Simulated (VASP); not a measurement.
**TiB2: single point with PBE**

TiB2:

```
CELL_PARAMETERS angstrom
2.98290 0.00000 0.00000
-1.49145 2.58326 0.00000
0.00000 0.00000 3.33083
ATOMIC_POSITIONS crystal
Ti 0.00000 0.00000 0.00000
B 0.33333 0.66667 0.50000
B 0.66667 0.33333 0.50000
```

This cell differs from its parent crystal: ratio of the length along z to the lengths across it x 1.05, volume and fractional coordinates fixed.

```json
{"Program": "VASP 6.6.1", "Task": "single point", "Functional": "PBE", "Potentials or basis": "VASP PAW PBE potentials, release 64 (Ti_sv, B)", "Cutoff": "520 eV", "k mesh": "18 × 18 × 16", "Occupations": "gaussian, width 0.15 eV", "Spin": "no spin polarisation", "Dipole correction": "no", "Further INCAR settings": "ALGO = Normal; EDIFF = 1e-06; NBANDS = 16"}
```

- Pressure: 2.3 GPa
- Band gap on the k mesh: zero (band 9 reaches 10.43 eV, above the bottom of band 10 at 9.60 eV)

Stress tensor (GPa, compression positive):
```
  9.04   0.00   0.00
  0.00   9.04   0.00
  0.00   0.00 -11.17
```

Levels at points of the mesh, in eV from the Fermi level:
```tsv
k point	band 5	band 6	band 7	band 8	band 9	band 10	band 11	band 12	band 13	band 14
(0.00, 0.00, 0.00)	-13.61	-2.88	-2.33	-2.33	-2.29	1.83	1.83	3.33	3.33	6.11
(0.50, 0.00, 0.00)	-9.39	-9.21	-3.57	-3.20	-2.26	1.23	2.85	3.08	3.24	7.01
(0.00, 0.00, 0.50)	-11.88	-7.70	-0.43	-0.43	0.08	0.08	0.40	0.40	1.07	7.08
(0.50, 0.00, 0.50)	-9.79	-7.75	-4.50	-3.81	-3.10	2.13	2.97	4.10	4.31	5.58
```

Run time: 110 s on 1 thread of AMD EPYC 7R13 Processor (Zen 3), with other jobs on the host, peak memory 0.22 GiB.
